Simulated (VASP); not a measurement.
A run of VASP 6.6.1 is set up as follows.

File INCAR:

```
SYSTEM = AlIn
PREC     = Accurate       ! precision mode
ENCUT    = 520            ! plane-wave cutoff, eV
EDIFF    = 1E-6           ! SCF threshold, eV
ISMEAR   = -1             ! smearing method
SIGMA    = 0.05           ! smearing width, eV
LREAL    = .FALSE.        ! projectors in reciprocal space
LASPH    = .TRUE.         ! aspherical terms in the spheres
NELM     = 80             ! most SCF steps
ALGO     = Normal         ! electronic algorithm
ISIF     = 2              ! what is computed and relaxed
LWAVE    = .FALSE.        ! write WAVECAR
LCHARG   = .TRUE.         ! write CHGCAR
GGA      = PE             ! functional
LELF     = .TRUE.         ! ELF
LVHAR    = .TRUE.       
NBANDS   = 15             ! bands
```

KPOINTS

```
regular mesh
0
G
  10 10 5
  0 0 0
```

The input POSCAR:

```
AlIn
1.0
    2.9917833222      0.0000000000      0.0000000000
   -1.4958965590      2.5909660741      0.0000000000
    0.0000000000      0.0000000000      5.7090474333
Al In
1 1
Direct
    0.0000000000      0.0000000000      0.0000000000
    0.0000000000      0.0000000000      0.5000000000
```

Potentials or basis: VASP PAW PBE potentials, release 64 (Al, In_d).

Command:

```bash
$ cat potpaw_PBE.64/Al/POTCAR potpaw_PBE.64/In_d/POTCAR > POTCAR
$ mpirun -np 1 vasp_std > vasp.out
```

Task: Predict the band gap on the k mesh.

Result: Zero (band 8 reaches 8.92 eV, above the bottom of band 9 at 5.14 eV).

Task: Estimate the pressure.

Result: 3.3 GPa.

Stress tensor (GPa, compression positive):
```
3.63 0.00 0.00
0.00 3.63 0.00
0.00 0.00 2.54
```

Caveat: spin-orbit coupling is left out, which moves the levels of the heavy elements.
